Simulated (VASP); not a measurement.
# In3GaSb2N2 (Cmm2) in VASP: relaxation of cell and atoms with PBE

Aim: the relaxation of cell and atoms of In3GaSb2N2 with PBE.

Everything below comes from runs of VASP 6.6.1. Logs are shortened: lines on timing, memory, paths and dates and some standing lists are left out, and cuts for length are marked.

## 1. The cell of the first run

It takes space group Cmm2 (No. 35, orthorhombic). The conventional cell has a = 7.790 Å, b = 7.790 Å, c = 5.510 Å, α = 90.00°, β = 90.00°, γ = 90.00°. Within 3.2 Å of In (site symmetry 2) lie 2 Sb at 2.39 Å and 2 N at 2.39 Å. In (site symmetry mm2) has 2 N at 2.39 Å and 2 Sb at 2.39 Å within 3.2 Å. Ga (site symmetry mm2) has 2 N at 2.39 Å and 2 Sb at 2.39 Å within 3.2 Å. Sb (site symmetry m) has 3 In at 2.39 Å and 1 Ga at 2.39 Å within 3.2 Å. Within 3.2 Å of N (site symmetry m) lie 1 Ga at 2.39 Å and 3 In at 2.39 Å.

## 2. Relaxation of cell and atoms, PBE

File INCAR:

```
PREC     = Accurate       # precision mode
ENCUT    = 600            # plane-wave cutoff, eV
EDIFF    = 1E-6           # SCF threshold, eV
ISMEAR   = 0              # smearing method
SIGMA    = 0.15           # smearing width, eV
LREAL    = False          # projectors in reciprocal space
LASPH    = True           # aspherical terms in the spheres
NELM     = 60             # most SCF steps
ALGO     = Normal         # electronic algorithm
ISIF     = 3              # what is computed and relaxed
LWAVE    = False          # write WAVECAR
LCHARG   = False          # write CHGCAR
GGA      = PE             # functional
IBRION   = 2              # ionic algorithm
NSW      = 36             # ionic steps
EDIFFG   = -0.08          # ionic threshold
```

File KPOINTS:

```
Automatic mesh
0
Gamma
  2 2 2
```

File POSCAR:

```
In3GaSb2N2
1.0
    3.8950000000     -3.8950000000      0.0000000000
    3.8950000000      3.8950000000      0.0000000000
    0.0000000000      0.0000000000      5.5100000000
In Ga Sb N
3 1 2 2
Direct
    0.0000000000      0.5000000000      0.5000000000
    0.5000000000      0.5000000000      0.0000000000
    0.5000000000      0.0000000000      0.5000000000
    0.0000000000      0.0000000000      0.0000000000
    0.2500000000      0.2500000000      0.2500000000
    0.7500000000      0.7500000000      0.2500000000
    0.7500000000      0.2500000000      0.7500000000
    0.2500000000      0.7500000000      0.7500000000
```

Potentials or basis: VASP PAW PBE potentials, release 64 (In_d, Ga_d, Sb, N).

Launch:

```bash
$ cat potpaw_PBE.64/In_d/POTCAR potpaw_PBE.64/Ga_d/POTCAR potpaw_PBE.64/Sb/POTCAR potpaw_PBE.64/N/POTCAR > POTCAR
$ mpirun -np 1 vasp_std > vasp.out
```

OUTCAR:

```text
PREC = Accurate
   ENCUT = 600
   EDIFF = 1E-6
   ISMEAR = 0
   LREAL = False
   LASPH = True
   NELM = 60
   ISIF = 3
   GGA = PE
   IBRION = 2
   NSW = 36
   EDIFFG = -0.08

 ion  position               nearest neighbor table
   1  0.000  0.500  0.500-   5 2.39   6 2.39   7 2.39   8 2.39   3 3.90   3 3.90   3 3.90   3 3.90
                             2 3.90   2 3.90   2 3.90   2 3.90
   2  0.500  0.500  0.000-   5 2.39   6 2.39   7 2.39   8 2.39   1 3.90   3 3.90   1 3.90   3 3.90
                             3 3.90   3 3.90   1 3.90   1 3.90
   3  0.500  0.000  0.500-   5 2.39   6 2.39   7 2.39   8 2.39   1 3.90   1 3.90   1 3.90   1 3.90
                             2 3.90   2 3.90   2 3.90   2 3.90
   4  0.000  0.000  0.000-   5 2.39   6 2.39
   5  0.250  0.250  0.250-   1 2.39   2 2.39   3 2.39   4 2.39
   6  0.750  0.750  0.250-   1 2.39   2 2.39   3 2.39   4 2.39
   7  0.750  0.250  0.750-   1 2.39   2 2.39   3 2.39
   8  0.250  0.750  0.750-   1 2.39   2 2.39   3 2.39

  LATTYP: Found a simple tetragonal cell.
 ALAT       =     5.5083618254
 C/A-ratio  =     1.0002973978

  Lattice vectors:

 A1 = (   3.8950000000,  -3.8950000000,   0.0000000000)
 A2 = (   3.8950000000,   3.8950000000,   0.0000000000)
 A3 = (   0.0000000000,   0.0000000000,   5.5100000000)

Analysis of symmetry for initial positions (statically):
=====================================================================
 Subroutine PRICEL returns:
 Original cell was already a primitive cell.

 Routine SETGRP: Setting up the symmetry group for a
 simple tetragonal supercell.

 Subroutine GETGRP returns: Found  4 space group operations
 (whereof  4 operations were pure point group operations)
 out of a pool of 16 trial point group operations.

The static configuration has the point symmetry C_2v.

Analysis of symmetry for dynamics (positions and initial velocities):
=====================================================================
 Subroutine PRICEL returns:
 Original cell was already a primitive cell.

 Routine SETGRP: Setting up the symmetry group for a
 simple tetragonal supercell.

 Subroutine GETGRP returns: Found  4 space group operations
 (whereof  4 operations were pure point group operations)
 out of a pool of 16 trial point group operations.

The dynamic configuration has the point symmetry C_2v.

 Subroutine INISYM returns: Found  4 space group operations
 (whereof  4 operations are pure point group operations),
 and found     1 'primitive' translations

----------------------------------------------------------------------------------------

                                     Primitive cell

  volume of cell :     167.1847

  direct lattice vectors                    reciprocal lattice vectors
     3.895000000 -3.895000000  0.000000000     0.128369705 -0.128369705  0.000000000
     3.895000000  3.895000000  0.000000000     0.128369705  0.128369705  0.000000000
     0.000000000  0.000000000  5.510000000     0.000000000  0.000000000  0.181488203

  length of vectors
     5.508361825  5.508361825  5.510000000     0.181542177  0.181542177  0.181488203

  position of ions in fractional coordinates (direct lattice)
     0.000000000  0.500000000  0.500000000
     0.500000000  0.500000000  0.000000000
     0.500000000  0.000000000  0.500000000
     0.000000000  0.000000000  0.000000000
     0.250000000  0.250000000  0.250000000
     0.750000000  0.750000000  0.250000000
     0.750000000  0.250000000  0.750000000
     0.250000000  0.750000000  0.750000000

  ion indices of the primitive-cell ions
   primitive index   ion index
                 1           1
                 2           2
                 3           3
                 4           4
                 5           5
                 6           6
                 7           7
                 8           8

----------------------------------------------------------------------------------------

 KPOINTS: Automatic mesh

Automatic generation of k-mesh.
 Grid dimensions read from file:
 generate k-points for:    2    2    2

 Generating k-lattice:

  Cartesian coordinates                     Fractional coordinates (reciprocal lattice)
     0.064184852 -0.064184852  0.000000000     0.500000000  0.000000000  0.000000000
     0.064184852  0.064184852  0.000000000     0.000000000  0.500000000  0.000000000
     0.000000000  0.000000000  0.090744102     0.000000000  0.000000000  0.500000000

  Length of vectors
     0.090771089  0.090771089  0.090744102

  Shift w.r.t. Gamma in fractional coordinates (k-lattice)
     0.000000000  0.000000000  0.000000000

 Subroutine IBZKPT returns following result:
 ===========================================

 Found      6 irreducible k-points:

 Following reciprocal coordinates:
            Coordinates               Weight
  0.000000  0.000000  0.000000      1.000000
  0.500000  0.000000  0.000000      2.000000
  0.500000  0.500000  0.000000      1.000000
  0.000000  0.000000  0.500000      1.000000
  0.500000  0.000000  0.500000      2.000000
  0.500000  0.500000  0.500000      1.000000
   k-points           NKPTS =      6   k-points in BZ     NKDIM =      6   number of bands    NBANDS=     43
   number of dos      NEDOS =    301   number of ions     NIONS =      8
   total plane-waves  NPLWV = 110592
   dimension x,y,z NGX =    48 NGY =   48 NGZ =   48
   dimension x,y,z NGXF=    96 NGYF=   96 NGZF=   96
   ions per type =               3   1   2   2
   NGX,Y,Z   is equivalent  to a cutoff of  14.49, 14.49, 14.48 a.u.
   NGXF,Y,Z  is equivalent  to a cutoff of  28.97, 28.97, 28.96 a.u.
 SYSTEM =  unknown system
   PREC   = accura    normal or accurate (medium, high low for compatibility)
   ISTART =      0    job   : 0-new  1-cont  2-samecut
   ICHARG =      2    charge: 1-file 2-atom 10-const
   ISPIN  =      1    spin polarized calculation?
   LNONCOLLINEAR =      F non collinear calculations
   LSORBIT =      F    spin-orbit coupling
   LASPH  =      T    aspherical Exc in radial PAW
   ENCUT  =  600.0 eV  44.10 Ry    6.64 a.u.  11.00 11.00 11.00*2*pi/ulx,y,z
   NELM   =     60;   NELMIN=  2; NELMDL= -5     # of ELM steps
   EDIFF  = 0.1E-05   stopping-criterion for ELM
   LREAL  =      F    real-space projection
   EDIFFG = -.8E-01   stopping-criterion for IOM
   NSW    =     36    number of steps for IOM
   IBRION =      2    ionic relax: 0-MD 1-quasi-New 2-CG
   NFREE  =      1    steps in history (QN), initial steepest desc. (CG)
   ISIF   =      3    stress and relaxation
   ISYM   =      2    0-nonsym 1-usesym 2-fastsym
   POTIM  = 0.5000    time-step for ionic-motion
   TEBEG  =    0.0;   TEEND  =   0.0 temperature during run
   PSTRESS=    0.0 pullay stress
   NELECT =      72.0000    total number of electrons
   NUPDOWN=      -1.0000    fix difference up-down
   EMIN   =  10.00;   EMAX   =-10.00  energy-range for DOS
   EFERMI =   0.00;   METHOD = LEGACY
   ISMEAR =     0;   SIGMA  =   0.15  broadening in eV -4-tet -1-fermi 0-gaus
   EFERMI_NEDOS =   21; number of points for ismear=-14 and -15
   IALGO  =     38    algorithm
   IMIX   =      4    mixing-type and parameters
     AMIX     =   0.40;   BMIX     =  1.00
     AMIX_MAG =   1.60;   BMIX_MAG =  1.00
  volume/ion in A,a.u.               =      20.90       141.03
  Fermi-wavevector in a.u.,A,eV,Ry     =   1.236289  2.336248 20.795302  1.528412
  Thomas-Fermi vector in A             =   2.370904
   LORBIT       =      0    0 simple, 1 ext, 2 COOP (PROOUT), +10 PAW based schemes
   GGA     = PE    functional components
   LHFCALC =     F    Hartree Fock is set to
   AEXX    =    0.0000 exact exchange contribution
   IVDW    =     0    specifies the selected vdW correction
   LEPSILON=     F    determine dielectric tensor
   LRPA    =     F    only Hartree local field effects (RPA)
 conjugate gradient relaxation of ions
 non-spin polarized calculation
 Gauss-broadening in eV      SIGMA  =   0.15
  energy-cutoff  :      600.00
  volume of cell :      167.18
 maximum number of plane-waves:      5616
 NGX is ok and might be reduce to    48
   NGX = 23   NGY = 23   NGZ = 23

--------------------------------------- Ionic step        1  -------------------------------------------

 number of electron      71.9999981 magnetization

 Free energy of the ion-electron system (eV)
  ---------------------------------------------------
  ext. energy  EPLUGINS =         0.00000000
  ---------------------------------------------------
  free energy    TOTEN  =       -26.40633732 eV

  energy without entropy =      -26.37041821  energy(sigma->0) =      -26.38837776

 E-fermi :   6.7195     XC(G=0): -10.0466

 val. band max:        6.6413688953   @ k =   0.5000   0.5000   0.5000
 cond. band min:       6.7555271645   @ k =   0.0000   0.0000   0.0000
 fundamental gap:      0.1141582693
 Fermi energy:         6.7195423916

 k-point     1 :       0.0000    0.0000    0.0000
  band No.  band energies     occupation
      1      -8.7178      2.00000
      2      -8.5344      2.00000
      3      -8.2936      2.00000
      4      -8.2584      2.00000
      5      -8.2454      2.00000
      6      -8.2275      2.00000
[... 384 lines left out ...]
  FREE ENERGIE OF THE ION-ELECTRON SYSTEM (eV)
  ---------------------------------------------------
  free  energy   TOTEN  =       -31.8676369654 eV

  energy  without entropy=      -31.8160543795  energy(sigma->0) =      -31.84184567

 E-fermi :   4.0753     XC(G=0):  -8.9625

 val. band max:        4.0252752500   @ k =   0.0000   0.0000   0.0000
 cond. band min:       4.0801129765   @ k =   0.5000   0.5000   0.5000
 fundamental gap:      0.0548377265
 Fermi energy:         4.0753436748

 k-point     1 :       0.0000    0.0000    0.0000
  band No.  band energies     occupation
      1     -10.5280      2.00000
      2     -10.4803      2.00000
      3     -10.4546      2.00000
      4     -10.4363      2.00000
      5     -10.4193      2.00000
      6     -10.1527      2.00000
[... 265 lines left out ...]
     42       8.7349      0.00000
     43       9.0023      0.00000

[... ionic steps 4 to 19 ...]

--------------------------------------- Ionic step       20  -------------------------------------------

 number of electron      72.0000003 magnetization

------------------------ aborting loop because EDIFF is reached ----------------------------------------

  FORCE on cell =-STRESS in cart. coord.  units (eV):
  Direction    XX          YY          ZZ          XY          YZ          ZX
  --------------------------------------------------------------------------------------
  -------------------------------------------------------------------------------------
  Total       -0.0980599     -0.0890922      0.0600327      0.0000000      0.0000000      0.0000000
  in kB       -0.8588146     -0.7802747      0.5257698      0.0000000      0.0000000      0.0000000
  external PRESSURE =      -0.3711065 kB  Pullay stress =       0.0000000 kB
[... 69 lines left out ...]
  energy  without entropy=      -34.2314529898  energy(sigma->0) =      -34.24605104

--------------------------------------- Ionic step       22  -------------------------------------------

 number of electron      71.9999993 magnetization

 Free energy of the ion-electron system (eV)
  ---------------------------------------------------
  ext. energy  EPLUGINS =         0.00000000
  ---------------------------------------------------
  free energy    TOTEN  =       -34.26229734 eV

  energy without entropy =      -34.23377087  energy(sigma->0) =      -34.24803410

 E-fermi :   6.5746     XC(G=0):  -9.7803

 val. band max:        6.5686566125   @ k =   0.0000   0.0000   0.0000
 cond. band min:       6.8648602328   @ k =   0.5000   0.0000   0.0000
 fundamental gap:      0.2962036203
 Fermi energy:         6.5745971627

 k-point     1 :       0.0000    0.0000    0.0000
  band No.  band energies     occupation
      1      -9.7633      2.00000
      2      -9.7076      2.00000
      3      -8.8029      2.00000
      4      -8.7453      2.00000
      5      -8.7140      2.00000
      6      -8.6504      2.00000
[... 300 lines left out ...]
  FREE ENERGIE OF THE ION-ELECTRON SYSTEM (eV)
  ---------------------------------------------------
  free  energy   TOTEN  =       -34.2622973355 eV

  energy  without entropy=      -34.2337708686  energy(sigma->0) =      -34.24803410

 reached required accuracy - stopping structural energy minimisation
```

It took 16 min on 1 thread of Intel Xeon Platinum 8488C (Sapphire Rapids), shared host; peak memory 0.38 GiB.

What came out:

| Property | Result |
| --- | --- |
| Free energy | -34.2623 eV |
| Relaxed volume | 22.86 Å³/atom |
| Relaxed cell | a = 5.278 Å, b = 5.278 Å, c = 6.604 Å, α = 90.00°, β = 90.00°, γ = 83.83° |
| Space group after relaxing (to 0.1 Å) | Cmm2 (No. 35) |
| Energy gained by relaxing | 982.0 meV/atom |
| Ionic steps | 22 |
| Pressure after relaxing | 0.0 GPa |
| Largest force after relaxing | 0.067 eV/Å |
| Band gap on the k mesh | zero (bands 36 and 37 overlap by 0.64 eV) |

Forces in eV/Å, atoms in the order of the input:
```
In   0.000  0.000 -0.004
In   0.000  0.000  0.019
In   0.000  0.000 -0.004
Ga   0.000  0.000 -0.017
Sb  -0.058  0.000  0.032
Sb   0.058  0.000  0.032
N    0.000 -0.003 -0.030
N    0.000  0.003 -0.030
```

Stress tensor (GPa, compression positive):
```
 0.01  0.00  0.00
 0.00 -0.02  0.00
 0.00  0.00  0.08
```

Step by step:
```csv
step,energy change (eV),largest force (eV/Å),pressure (GPa),volume (Å³)
1,0.0000,7.6707,22.85,167.18
2,-4.3842,0.6426,-8.61,250.05
3,-5.4613,1.9232,-4.31,215.39
4,-5.4624,1.9713,-4.09,214.35
5,-6.4375,1.4095,-2.54,200.91
6,-6.9240,0.8610,0.32,187.85
7,-6.9884,1.0086,2.06,182.33
8,-7.3758,0.7257,0.23,185.50
9,-6.4717,4.2980,1.80,191.80
10,-7.4879,0.7987,-0.25,186.93
11,-7.5208,0.9472,-0.45,188.17
12,-7.6962,1.0362,-0.30,186.83
13,-7.7181,1.0867,-0.21,186.15
14,-7.8239,0.3819,-0.63,184.31
15,-7.8290,0.2912,-0.58,184.65
16,-7.8461,0.1221,0.60,181.25
17,-7.8465,0.1198,0.43,181.70
18,-7.8518,0.1122,-0.09,183.05
19,-7.8518,0.1117,-0.09,183.07
20,-7.8538,0.0815,-0.04,182.94
21,-7.8543,0.0831,0.02,182.84
22,-7.8560,0.0665,0.02,182.89
```

Final structure:
```yaml
crystal:
  lattice:
    - [3.92732, -3.52576, 0.00000]
    - [3.92732, 3.52576, 0.00000]
    - [0.00000, 0.00000, 6.60412]
  atoms:
    - { symbol: In, position: [0.00000, 0.50000, 0.58869] }
    - { symbol: In, position: [0.50000, 0.50000, 0.93502] }
    - { symbol: In, position: [0.50000, 0.00000, 0.58869] }
    - { symbol: Ga, position: [0.00000, 0.00000, 0.91384] }
    - { symbol: Sb, position: [0.23588, 0.23588, 0.23318] }
    - { symbol: Sb, position: [0.76412, 0.76412, 0.23318] }
    - { symbol: N, position: [0.76552, 0.23448, 0.75370] }
    - { symbol: N, position: [0.23448, 0.76552, 0.75370] }
```

Levels at points of the mesh, in eV from the Fermi level:
```csv
k point,band 33,band 34,band 35,band 36,band 37,band 38,band 39,band 40
"(0.00, 0.00, 0.00)",-2.89,-2.37,-1.83,-0.87,-0.01,0.64,1.14,1.21
"(0.50, 0.00, 0.00)",-2.55,-2.42,-1.55,-1.48,-0.07,0.29,1.67,1.93
"(0.50, 0.50, 0.00)",-3.09,-2.89,0.54,0.57,0.99,1.22,1.42,2.05
"(0.00, 0.00, 0.50)",-3.31,-3.12,-0.43,-0.31,1.34,1.40,1.54,2.00
"(0.50, 0.00, 0.50)",-2.31,-1.95,-1.49,-1.40,0.84,0.91,1.57,1.62
"(0.50, 0.50, 0.50)",-2.57,-2.44,-1.13,-0.87,0.42,0.56,0.61,2.13
```

Caveat: the k points lie up to 0.60 Å⁻¹ apart in the final cell, too coarse for converged energies and pressures of a metal; semilocal functionals underestimate gaps, and a narrow one can read as zero; a cell axis changed by over 15 % at a fixed basis, so the end point is rough; spin-orbit coupling is left out, which moves the levels of the heavy elements; the relaxation stopped at a loose force limit of 0.08 eV/Å, so its end isn't a converged minimum.

The gap in the log of VASP goes by the Fermi energy; the results here count the filled bands.